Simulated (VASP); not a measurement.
A run of VASP 6.6.1:

Contents of POSCAR:

```
TiTe
1.0
    2.0212356400      3.5008817200      0.0000000000
   -2.0212356400      3.5008817200      0.0000000000
    0.0000000000      0.0000000000      5.7344342500
Te Ti
2 2
Direct
    0.3333000000      0.3334000000      0.2500000000
    0.6666000000      0.6667000000      0.7500000000
    0.0000000000      0.0000000000      0.0000000000
    0.0000000000      0.0000000000      0.5000000000
```

Contents of INCAR.step1:

```
SYSTEM = TiTe
PREC     = Accurate       ! precision mode
ENCUT    = 550            ! plane-wave cutoff, eV
ISMEAR   = -1             ! smearing method
SIGMA    = 0.1            ! smearing width, eV
LREAL    = .False.        ! projectors in reciprocal space
LASPH    = .True.         ! aspherical terms in the spheres
NELM     = 200            ! most SCF steps
ISPIN    = 2              ! spin polarisation
MAGMOM   = -1 -1 0.5 -1   ! initial moments
LMAXMIX  = 4              ! l up to which the mixer works
GGA      = PE             ! functional
ALGO     = Normal         ! electronic algorithm
EDIFF    = 1E-5           ! SCF threshold, eV
LWAVE    = .True.         ! write WAVECAR
LCHARG   = .False.        ! write CHGCAR
GGA_COMPAT= .False.      
IBRION   = 2              ! ionic algorithm
ISIF     = 3              ! what is computed and relaxed
EDIFFG   = -0.005         ! ionic threshold
NELMIN   = 4            
NSW      = 100            ! ionic steps
```

File INCAR.step2:

```
SYSTEM = TiTe
PREC     = Accurate       ! precision mode
ENCUT    = 550            ! plane-wave cutoff, eV
EDIFF    = 1E-7           ! SCF threshold, eV
ISMEAR   = -1             ! smearing method
SIGMA    = 0.1            ! smearing width, eV
LREAL    = .False.        ! projectors in reciprocal space
LASPH    = .True.         ! aspherical terms in the spheres
NELM     = 200            ! most SCF steps
ALGO     = Normal         ! electronic algorithm
ISIF     = 3              ! what is computed and relaxed
LWAVE    = .False.        ! write WAVECAR
LCHARG   = .False.        ! write CHGCAR
ISPIN    = 2              ! spin polarisation
MAGMOM   = -1 -1 0.5 -1   ! initial moments
LORBIT   = 11             ! projections on sites
LMAXMIX  = 4              ! l up to which the mixer works
METAGGA  = R2SCAN         ! meta-GGA
LMIXTAU  = .True.       
IBRION   = 2              ! ionic algorithm
NSW      = 60             ! ionic steps
EDIFFG   = -0.01          ! ionic threshold
ISTART   = 1            
GGA_COMPAT= .False.      
NELMIN   = 4
```

The input KPOINTS:

```
regular mesh
0
Gamma
  5 5 3
  0 0 0
```

Potentials or basis: VASP PAW PBE potentials, release 64 (Te, Ti_sv).

The run is started by

```console
$ cat potpaw_PBE.64/Te/POTCAR potpaw_PBE.64/Ti_sv/POTCAR > POTCAR
$ cp INCAR.step1 INCAR
$ mpirun -np 1 vasp_std > vasp.out
$ cp INCAR.step2 INCAR
$ mpirun -np 1 vasp_std > vasp.out
```

Hardware: 1 thread of Intel(R) Xeon(R) Platinum 8375C CPU @ 2.90GHz (Ice Lake), with other jobs on the host.

**Question.** Estimate the wall time of this run.

**Answer.** It took 2.7 h on 1 thread of Intel(R) Xeon(R) Platinum 8375C CPU @ 2.90GHz (Ice Lake), with other jobs on the host, peak memory 0.34 GiB. Counts: k points 24, ion steps 19.
